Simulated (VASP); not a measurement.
A run of VASP 6.6.1:

INCAR

```
SYSTEM = KBr
AGGAC = 1.0 ; AGGAX = 1.0
ALDAC = 0.0 ; ALDAX = 1.0
ALGO = Normal ; EDIFF = 1E-7
ENCUT = 520 ; GGA = B5
ISIF = 2 ; ISMEAR = -1
LASPH = .True. ; LCHARG = .False.
LREAL = .False. ; LWAVE = .False.
NBANDS = 15 ; NELM = 100
PREC = Accurate ; SIGMA = 0.05
```

KPOINTS

```
k-points
0
Gamma
  7 7 7
  0 0 0
```

File POSCAR:

```
KBr
1.0
    0.0000000000      3.2326341588      3.2326341588
    3.2326341588      0.0000000000      3.2326341588
    3.2326341588      3.2326341588      0.0000000000
Br K
1 1
Direct
    0.5000000000      0.5000000000      0.5000000000
    0.0000000000      0.0000000000      0.0000000000
```

Potentials or basis: VASP PAW PBE potentials, release 64 (Br, K_sv).

Launch:

```console
$ cat potpaw_PBE.64/Br/POTCAR potpaw_PBE.64/K_sv/POTCAR > POTCAR
$ mpirun -np 1 vasp_std > vasp.out
```

Hardware: 1 thread of Intel(R) Xeon(R) Platinum 8488C (Sapphire Rapids), with other jobs on the host.

Task: How long does it take, and how much memory?

Result: It took 32 s on 1 thread of Intel(R) Xeon(R) Platinum 8488C (Sapphire Rapids), on a shared host, peak memory 0.2 GiB. Counts: scf iterations 13, k points 20.
